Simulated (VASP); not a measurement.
# In (I4/mmm) in VASP: a series of runs, part 2 of 2

VASP 6.6.1. The steps go on from the part before.

## Step 3: Single point, PBE0

This run uses another cell than the first one, of 25.10 Å³/atom.

Contents of POSCAR:

```
In
1.0
   -1.6035014962      1.6035014962      2.4402675233
    1.6035014962     -1.6035014962      2.4402675233
    1.6035014962      1.6035014962     -2.4402675233
In
1
Direct
    0.0000000000      0.0000000000      0.0000000000
```

Contents of INCAR.step1:

```
SYSTEM = In
PREC = Accurate ; ENCUT = 520
EDIFF = 1E-5 ; ISMEAR = -1
SIGMA = 0.05 ; LREAL = .FALSE.
LASPH = .TRUE. ; NELM = 80
ALGO = Normal ; ISIF = 2
LWAVE = .TRUE. ; NBANDS = 12
GGA = PE
```

Contents of INCAR.step2:

```
SYSTEM = In
PREC = Accurate ; ENCUT = 520
EDIFF = 1E-7 ; ISMEAR = -1
SIGMA = 0.05 ; LREAL = .FALSE.
LASPH = .TRUE. ; NELM = 80
ALGO = Normal ; ISIF = 2
LWAVE = .FALSE. ; LCHARG = .TRUE.
GGA = PE ; LHFCALC = .TRUE.
AEXX = 0.25 ; PRECFOCK = Normal
LELF = .TRUE. ; LVHAR = .TRUE.
NBANDS = 12 ; ISTART = 1
```

Contents of KPOINTS:

```
regular mesh
0
G
  6 6 6
  0 0 0
```

Potentials or basis: VASP PAW PBE potentials, release 64 (In_d).

Run with:

```sh
$ cat potpaw_PBE.64/In_d/POTCAR > POTCAR
$ cp INCAR.step1 INCAR
$ mpirun -np 1 vasp_std > vasp.out
$ cp INCAR.step2 INCAR
$ mpirun -np 1 vasp_std > vasp.out
```

OUTCAR:

```text
SYSTEM = In
   PREC = Accurate
   ENCUT = 520
   EDIFF = 1E-7
   ISMEAR = -1
   LREAL = .FALSE.
   LASPH = .TRUE.
   NELM = 80
   ISIF = 2
   GGA = PE
   LHFCALC = .TRUE.
   AEXX = 0.25
   PRECFOCK = Normal
   ISTART = 1

 ion  position               nearest neighbor table
   1  0.000  0.000  0.000-

  LATTYP: Found a body centered tetragonal cell.
 ALAT       =     3.2070029924
 C/A-ratio  =     1.5218367610

  Lattice vectors:

 A1 = (  -1.6035014962,   1.6035014962,   2.4402675233)
 A2 = (   1.6035014962,  -1.6035014962,   2.4402675233)
 A3 = (   1.6035014962,   1.6035014962,  -2.4402675233)

Analysis of symmetry for initial positions (statically):
=====================================================================
 Subroutine PRICEL returns:
 Original cell was already a primitive cell.

 Routine SETGRP: Setting up the symmetry group for a
 body centered tetragonal supercell.

 Subroutine GETGRP returns: Found 16 space group operations
 (whereof 16 operations were pure point group operations)
 out of a pool of 16 trial point group operations.
[... 177 lines left out ...]
  band No.  band energies     occupation
      1      -9.2890      2.00000
      2      -9.1760      2.00000
      3      -9.1760      2.00000
      4      -9.0831      2.00000
      5      -8.9527      2.00000
      6      -3.6217      2.00000
      7      20.2458      0.00000
      8      20.2458      0.00000
      9      20.4476      0.00000
     10      20.7636      0.00000
     11      23.5177      0.00000
     12      23.6011      0.00000
[... 331 lines left out ...]
 k-point    24 :      -0.1667   -0.3333    0.1667
  band No.  band energies     occupation
      1      -9.3379      2.00000
      2      -9.1937      2.00000
      3      -9.0413      2.00000
      4      -9.0170      2.00000
      5      -8.8821      2.00000
      6      -1.1372      2.00000
      7      11.7633      0.00000
      8      15.1165      0.00000
      9      16.3866      0.00000
     10      18.7158      0.00000
     11      22.5392      0.00000
     12      25.9138      0.00000

 [... further k-points ...]

------------------------ aborting loop because EDIFF is reached ----------------------------------------

  FORCE on cell =-STRESS in cart. coord.  units (eV):
  Direction    XX          YY          ZZ          XY          YZ          ZX
  --------------------------------------------------------------------------------------
  -------------------------------------------------------------------------------------
  Total        0.4853380      0.4853380     -0.2984149      0.0000000      0.0000000      0.0000000
  in kB       30.9826626     30.9826626    -19.0499987      0.0000000      0.0000000      0.0000000
  external PRESSURE =      14.3051088 kB  Pullay stress =       0.0000000 kB

 VOLUME and BASIS-vectors are now :
 -----------------------------------------------------------------------------
  energy-cutoff  :      520.00
  volume of cell :       25.10
      direct lattice vectors                 reciprocal lattice vectors
    -1.603501496  1.603501496  2.440267523     0.000000000  0.311817607  0.204895568
     1.603501496 -1.603501496  2.440267523     0.311817607  0.000000000  0.204895568
     1.603501496  1.603501496 -2.440267523     0.311817607  0.311817607  0.000000000

 POSITION                                       TOTAL-FORCE (eV/Angst)
 -----------------------------------------------------------------------------------
      0.00000      0.00000      0.00000         0.000000      0.000000     -0.000000
 -----------------------------------------------------------------------------------
    total drift:                               -0.000000     -0.000000      0.000000

  FREE ENERGIE OF THE ION-ELECTRON SYSTEM (eV)
  ---------------------------------------------------
  free  energy   TOTEN  =        -3.2442538328 eV

  energy  without entropy=       -3.2428578828  energy(sigma->0) =       -3.24355586
```

OUTCAR.step1:

```text
SYSTEM = In
   PREC = Accurate
   ENCUT = 520
   EDIFF = 1E-5
   ISMEAR = -1
   LREAL = .FALSE.
[... 579 lines left out ...]
 -----------------------------------------------------------------------------------
      0.00000      0.00000      0.00000         0.000000      0.000000      0.000000
 -----------------------------------------------------------------------------------
    total drift:                                0.000000     -0.000000     -0.000000

  FREE ENERGIE OF THE ION-ELECTRON SYSTEM (eV)
  ---------------------------------------------------
  free  energy   TOTEN  =        -2.5655712530 eV

  energy  without entropy=       -2.5599112027  energy(sigma->0) =       -2.56274123
```

Run time: 48 min. Hardware: 1 thread of Intel Xeon Platinum 8259CL at 2.50GHz (Skylake/Cascade Lake), shared host; peak memory 0.18 GiB.

What came out:

```yaml
Free_energy: -3.2443 eV
Pressure: 1.4 GPa
Band_gap_on_the_k_mesh: zero (an odd number of electrons rules out a gap without spin polarisation)
```

Stress tensor (GPa, compression positive):
```
 3.10  0.00  0.00
 0.00  3.10  0.00
 0.00  0.00 -1.90
```

Levels at points of the mesh, in eV from the Fermi level:
| k point | band 2 | band 3 | band 4 | band 5 | band 6 | band 7 | band 8 | band 9 | band 10 | band 11 |
| --- | --- | --- | --- | --- | --- | --- | --- | --- | --- | --- |
| (0.00, 0.00, 0.00) | -17.22 | -17.22 | -17.13 | -17.00 | -11.67 | 12.20 | 12.20 | 12.40 | 12.72 | 15.47 |
| (0.50, 0.00, 0.00) | -17.30 | -17.20 | -16.91 | -16.87 | -5.34 | -4.57 | 8.89 | 10.69 | 12.23 | 12.77 |
| (0.50, 0.50, 0.00) | -17.41 | -16.91 | -16.89 | -16.79 | -2.85 | -1.96 | 4.38 | 4.84 | 8.12 | 8.25 |
| (0.50, 0.50, 0.50) | -17.41 | -16.88 | -16.86 | -16.86 | -3.60 | -3.54 | 5.70 | 5.70 | 9.17 | 9.39 |

Caveat: the k points lie up to 0.39 Å⁻¹ apart, too coarse for converged energies and pressures of a metal; the PAW data sets were made with another functional, which shifts forces and pressure a little; spin-orbit coupling is left out, which moves the levels of the heavy elements.
